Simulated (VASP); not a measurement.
# H9O4F in VASP: notebook, part 2 of 2

VASP 6.6.1. Earlier steps stand in the parts before.

## (3) Single point, PBE

Contents of INCAR:

```
SYSTEM = H9O4F
PREC = Accurate ; ENCUT = 520
EDIFF = 1E-7 ; ISMEAR = -1
SIGMA = 0.02 ; LREAL = .FALSE.
LASPH = .TRUE. ; NELM = 80
ALGO = Normal ; ISIF = 2
LWAVE = .FALSE. ; LCHARG = .FALSE.
GGA = PE ; NBANDS = 33
```

Contents of KPOINTS:

```
Automatic mesh
0
G
  1 1 1
  0 0 0
```

Contents of POSCAR:

```
H9O4F
1.0
    5.5331330000      0.0000000000      0.0000000000
    0.0000000000      5.5331330000      0.0000000000
    0.0000000000      0.0000000000      5.5331330000
O H F
4 9 1
Direct
    0.3555309442      0.2469125539      0.5819126343
    0.0518874207      0.0458510576      0.1872718404
    0.4657216806     -0.0390556309      0.0354410422
    0.7414786523      0.7352254139      0.5397123113
    0.4489861350      0.3907731840      0.5524537364
    0.4105269112      0.1777112533      0.7437016244
   -0.0204224261     -0.0583394616      0.3225658953
    0.0608154548      0.2278275256      0.2295625281
    0.5489295124     -0.1322578004      0.1579575261
    0.3148848943     -0.0348988539      0.1313360803
    0.6223418089      0.8521573582      0.6030037594
    0.8673386308      0.6991156728      0.6641806730
    0.1677530614      0.3608986084      0.7203513814
    0.0314288487      0.4441787320      0.7949203462
```

Potentials or basis: VASP PAW PBE potentials, release 64 (O, H, F).

Command:

```console
cat potpaw_PBE.64/O/POTCAR potpaw_PBE.64/H/POTCAR potpaw_PBE.64/F/POTCAR > POTCAR
mpirun -np 1 vasp_gam > vasp.out
```

OUTCAR:

```text
SYSTEM = H9O4F
   PREC = Accurate
   ENCUT = 520
   EDIFF = 1E-7
   ISMEAR = -1
   LREAL = .FALSE.
   LASPH = .TRUE.
   NELM = 80
   ISIF = 2
   GGA = PE

 ion  position               nearest neighbor table
   1  0.356  0.247  0.582-   5 0.96   6 1.02
   2  0.052  0.046  0.187-   7 1.03   8 1.03
   3  0.466  0.961  0.035-   9 0.97  10 0.99
   4  0.741  0.735  0.540-  11 0.99  12 1.00
   5  0.449  0.391  0.552-   1 0.96
   6  0.411  0.178  0.744-   1 1.02
   7  0.980  0.942  0.323-   2 1.03
   8  0.061  0.228  0.230-   2 1.03
   9  0.549  0.868  0.158-   3 0.97
  10  0.315  0.965  0.131-   3 0.99
  11  0.622  0.852  0.603-   4 0.99
  12  0.867  0.699  0.664-   4 1.00
  13  0.168  0.361  0.720-  14 0.98
  14  0.031  0.444  0.795-  13 0.98

  LATTYP: Found a simple cubic cell.
 ALAT       =     5.5331330000

  Lattice vectors:

 A1 = (   5.5331330000,   0.0000000000,   0.0000000000)
 A2 = (   0.0000000000,   5.5331330000,   0.0000000000)
 A3 = (   0.0000000000,   0.0000000000,   5.5331330000)

Analysis of symmetry for initial positions (statically):
=====================================================================
 Subroutine PRICEL returns:
 Original cell was already a primitive cell.

 Routine SETGRP: Setting up the symmetry group for a
 simple cubic supercell.

 Subroutine GETGRP returns: Found  1 space group operations
 (whereof  1 operations were pure point group operations)
 out of a pool of 48 trial point group operations.

The static configuration has the point symmetry C_1 .

Analysis of symmetry for dynamics (positions and initial velocities):
=====================================================================
 Subroutine PRICEL returns:
 Original cell was already a primitive cell.

[... 137 lines left out ...]
   LRPA    =     F    only Hartree local field effects (RPA)
 non-spin polarized calculation
  energy-cutoff  :      520.00
  volume of cell :      169.40
 maximum number of plane-waves:      2277
 NGX is ok and might be reduce to    42
   NGX = 21   NGY = 21   NGZ = 21

 number of electron      40.0000004 magnetization

 Free energy of the ion-electron system (eV)
  ---------------------------------------------------
  ext. energy  EPLUGINS =         0.00000000
  ---------------------------------------------------
  free energy    TOTEN  =       -65.75885600 eV

  energy without entropy =      -65.75885600  energy(sigma->0) =      -65.75885600

 E-fermi :  -3.5025     XC(G=0):  -6.2143

 val. band max:       -3.9950162834   @ k =   0.0000   0.0000   0.0000
 cond. band min:       0.1867903843   @ k =   0.0000   0.0000   0.0000
 fundamental gap:      4.1818066677
 Fermi energy:        -3.5024798887

 k-point     1 :       0.0000    0.0000    0.0000
  band No.  band energies     occupation
      1     -26.4105      2.00000
      2     -23.6699      2.00000
      3     -22.5390      2.00000
      4     -22.3261      2.00000
      5     -21.6509      2.00000
      6     -11.5226      2.00000
[... 24 lines left out ...]
     31       7.9763      0.00000
     32       8.4256      0.00000
 [bands above 32 left out]

------------------------ aborting loop because EDIFF is reached ----------------------------------------

  FORCE on cell =-STRESS in cart. coord.  units (eV):
  Direction    XX          YY          ZZ          XY          YZ          ZX
  --------------------------------------------------------------------------------------
  -------------------------------------------------------------------------------------
  Total        4.1700437     -3.2549571     -2.6286080     -1.9251552      2.5837456     -1.2303552
  in kB       39.4400869    -30.7852387    -24.8612572    -18.2080319     24.4369507    -11.6366439
  external PRESSURE =      -5.4021364 kB  Pullay stress =       0.0000000 kB

 VOLUME and BASIS-vectors are now :
 -----------------------------------------------------------------------------
  energy-cutoff  :      520.00
  volume of cell :      169.40
      direct lattice vectors                 reciprocal lattice vectors
     5.533133000  0.000000000  0.000000000     0.180729435  0.000000000  0.000000000
     0.000000000  5.533133000  0.000000000     0.000000000  0.180729435  0.000000000
     0.000000000  0.000000000  5.533133000     0.000000000  0.000000000  0.180729435

 POSITION                                       TOTAL-FORCE (eV/Angst)
 -----------------------------------------------------------------------------------
      1.96720      1.36620      3.21980         0.074743     -1.102909      1.674337
      0.28710      0.25370      1.03620        -0.930759      1.067618      1.674773
      2.57690      5.31703      0.19610         0.375755     -0.527504      0.032960
      4.10270      4.06810      2.98630         0.024590      0.344722     -0.076249
      2.48430      2.16220      3.05680         0.961517      0.486548     -0.067140
      2.27150      0.98330      4.11500         0.227817      0.225983     -1.039893
      5.42013      5.21033      1.78480         0.320165      1.637116     -0.983319
      0.33650      1.26060      1.27020        -0.451579     -2.758329     -0.098916
      3.03730      4.80133      0.87400         1.367104     -0.187288     -0.386124
      1.74230      5.34003      0.72670        -1.077437      0.775055     -0.788017
      3.44350      4.71510      3.33650         0.777330     -0.423570      0.274829
      4.79910      3.86830      3.67500        -0.929407      0.022609     -0.315473
      0.92820      1.99690      3.98580         0.144529     -0.277976     -0.765291
      0.17390      2.45770      4.39840        -0.884367      0.717925      0.863525
 -----------------------------------------------------------------------------------
    total drift:                               -0.000358     -0.000068     -0.001348

  FREE ENERGIE OF THE ION-ELECTRON SYSTEM (eV)
  ---------------------------------------------------
  free  energy   TOTEN  =       -65.7588560036 eV

  energy  without entropy=      -65.7588560036  energy(sigma->0) =      -65.75885600
```

stdout:

```text
POSCAR found type information on POSCAR O H F
 POSCAR found :  3 types and      14 ions
 scaLAPACK will be used
 LDA part: xc-table for (Slater+PW92), standard interpolation
 POSCAR, INCAR and KPOINTS ok, starting setup
 FFT: planning ... GRIDC
 FFT: planning ... GRID_SOFT
 FFT: planning ... GRID
 WAVECAR not read
 entering main loop
```

Run time: 31 s. Hardware: 1 thread of Intel Xeon 8259CL, shared host; peak memory 0.23 GiB.

Results:

| Property | Result |
| --- | --- |
| Free energy | -65.7589 eV |
| Pressure | -0.5 GPa |
| Largest force | 2.797 eV/Å |

Forces in eV/Å, atoms in the order of the input:
```
O    0.075 -1.103  1.674
O   -0.931  1.068  1.675
O    0.376 -0.528  0.033
O    0.025  0.345 -0.076
H    0.962  0.487 -0.067
H    0.228  0.226 -1.040
H    0.320  1.637 -0.983
H   -0.452 -2.758 -0.099
H    1.367 -0.187 -0.386
H   -1.077  0.775 -0.788
H    0.777 -0.424  0.275
H   -0.929  0.023 -0.315
H    0.145 -0.278 -0.765
F   -0.884  0.718  0.864
```

Caveat: the k points lie up to 1.14 Å⁻¹ apart, too coarse for converged energies, forces and pressures.

## (4) Single point, PBE

Contents of INCAR:

```
ALGO = Normal ; EDIFF = 1E-7
ENCUT = 520 ; GGA = PE
ISIF = 2 ; ISMEAR = -1
LASPH = True ; LCHARG = True
LELF = True ; LREAL = False
LVHAR = True ; LWAVE = False
NBANDS = 33 ; NELM = 60
PREC = Accurate ; SIGMA = 0.02
```

Contents of KPOINTS:

```
k-points
0
Gamma
  1 1 1
```

Contents of POSCAR:

```
H9O4F
1.0
    5.5331330000      0.0000000000      0.0000000000
    0.0000000000      5.5331330000      0.0000000000
    0.0000000000      0.0000000000      5.5331330000
O H F
4 9 1
Direct
    0.3299577292      0.1891152806      0.6149680479
    0.0517609101      0.0248502973      0.1354567114
    0.5643818791     -0.0759967274     -0.0679723404
    0.8225900227      0.8265118514      0.5165970166
    0.2667385729      0.1309204026      0.4584021385
    0.4774329480      0.1103172470      0.6552887849
   -0.0265491540     -0.0312842652      0.2983662240
    0.0204766450      0.1888803324      0.0639240011
    0.6760184510     -0.0491403333      0.0661108273
    0.4330277259      0.0070484480      0.0228261276
    0.7733231787      0.8942130977      0.6767052229
    0.8561695517      0.6596805101      0.5588334855
    0.1464269881      0.3669891904      0.7747509413
    0.0153981478      0.4616010495      0.8679350379
```

Command:

```console
cat potpaw_PBE.64/O/POTCAR potpaw_PBE.64/H/POTCAR potpaw_PBE.64/F/POTCAR > POTCAR
mpirun -np 1 vasp_gam > vasp.out
```

Wall time 34 s (1 thread of Intel Xeon 8259CL, shared host); peak memory 0.23 GiB.

It converged, with:

```
Free energy   : -65.9073 eV
Pressure      : -1.6 GPa
Largest force : 2.474 eV/Å
```

Forces in eV/Å, atoms in the order of the input:
```
O   -1.913  1.322 -0.845
O    0.147  0.189  0.899
O   -0.546  0.881  1.504
O   -0.203  0.517  0.553
H    0.274  0.070  0.396
H    0.795 -0.729  0.488
H    0.303  0.974 -1.449
H   -0.341 -0.898  1.207
H    1.317 -0.618 -0.331
H   -0.711 -0.659 -1.157
H    0.166 -0.285 -0.679
H    0.162 -0.163 -0.025
H   -0.828  0.655  0.521
F    1.380 -1.254 -1.081
```

Stress tensor (GPa, compression positive):
```
 0.79 -0.20  2.63
-0.20 -1.33 -0.49
 2.63 -0.49 -4.15
```

Levels at points of the mesh, in eV from the Fermi level:
```csv
k point,band 18,band 19,band 20,band 21,band 22,band 23
"(0.00, 0.00, 0.00)",-1.01,-0.88,-0.58,4.19,7.89,8.88
```

Caveat: the k points lie up to 1.14 Å⁻¹ apart, too coarse for converged energies, forces and pressures; the atoms stand as in a frame of molecular dynamics.

## (5) Single point, PBE

Contents of INCAR:

```
SYSTEM = H9O4F
ALGO = Normal ; EDIFF = 1E-7
ENCUT = 520 ; GGA = PE
ISIF = 2 ; ISMEAR = -1
LASPH = .True. ; LCHARG = .False.
LREAL = .False. ; LWAVE = .False.
NBANDS = 33 ; NELM = 100
PREC = Accurate ; SIGMA = 0.02
```

Contents of KPOINTS:

```
k-points
0
Gamma
  1 1 1
  0 0 0
```

Contents of POSCAR:

```
H9O4F
1.0
    5.5331330000      0.0000000000      0.0000000000
    0.0000000000      5.5331330000      0.0000000000
    0.0000000000      0.0000000000      5.5331330000
O H F
4 9 1
Direct
    0.2448160924      0.2119414082      0.6530477399
    0.1084376609      0.0122715286      0.0135908535
    0.6335651068     -0.1594575804     -0.1552827304
    1.0022892998      0.8531332972      0.5235370269
    0.1542525726      0.0713881268      0.5872622256
    0.3760798810      0.1480174071      0.7370507812
    0.1180705398     -0.0789787630      0.1745484882
    0.0554477906      0.1717291090      0.0402845910
    0.7760160473     -0.1155222548     -0.0481101756
    0.6154198715     -0.3312047623     -0.1646625881
    0.8549767374      0.9050026450      0.5996783378
    1.0514838519      0.7546176822      0.6615058774
    0.1026181731      0.3652361149      0.7900587244
    0.0095244412      0.4817523815      0.9122137494
```

Command:

```console
cat potpaw_PBE.64/O/POTCAR potpaw_PBE.64/H/POTCAR potpaw_PBE.64/F/POTCAR > POTCAR
mpirun -np 1 vasp_gam > vasp.out
```

Run time: 29 s. Hardware: 1 thread of Intel Xeon 8259CL, shared host; peak memory 0.23 GiB.

It converged, with:

* Free energy: -65.8311 eV
* Pressure: 2.8 GPa
* Largest force: 4.142 eV/Å

Forces on the atoms (eV/Å):
```
O   -0.944  2.932 -1.652
O    0.253 -3.425  2.315
O    0.667  1.690  0.376
O    0.625 -0.668 -0.438
H   -0.286 -0.448 -0.150
H    1.701 -1.039  1.387
H   -0.283  1.296 -1.650
H   -0.480  1.584  0.888
H   -0.845 -0.752 -0.678
H    0.283 -0.647  0.303
H   -1.678  0.380  0.054
H    0.569 -0.626 -0.077
H    0.304  0.128  0.054
F    0.112 -0.405 -0.732
```

Stress tensor (GPa, compression positive):
```
 2.73 -0.37 -0.25
-0.37  4.32 -0.24
-0.25 -0.24  1.43
```

Levels at points of the mesh, in eV from the Fermi level:
```
           k point  band 16  band 17  band 18  band 19  band 20  band 21  band 22  band 23  band 24  band 25
(0.00, 0.00, 0.00)    -2.27    -1.30    -1.21    -0.98    -0.54     4.27     7.98     8.91     9.06     9.17
```

Caveat: the k points lie up to 1.14 Å⁻¹ apart, too coarse for converged energies, forces and pressures; the atoms stand as in a frame of molecular dynamics.

## (6) Summary

| cell | pressure (GPa) | largest force (eV/Å) |
| --- | --- | --- |
| as given, atomic positions A | 2.1 | 4.18 |
| as given, atomic positions B | -0.5 | 2.80 |
| as given, atomic positions C | -1.6 | 2.47 |
| as given, atomic positions D | 2.8 | 4.14 |

Alike in all rows: task single point; level PBE; potentials or basis VASP PAW PBE potentials, release 64 (O, H, F); no spin polarisation; k mesh 1 × 1 × 1; cutoff (eV) 520; smearing fermi-dirac 0.02 eV.

Caveats: all runs use coarse meshes; the atoms stand as in a frame of molecular dynamics (at least some runs).

Absolute energies hang on the potentials; compare differences alone.
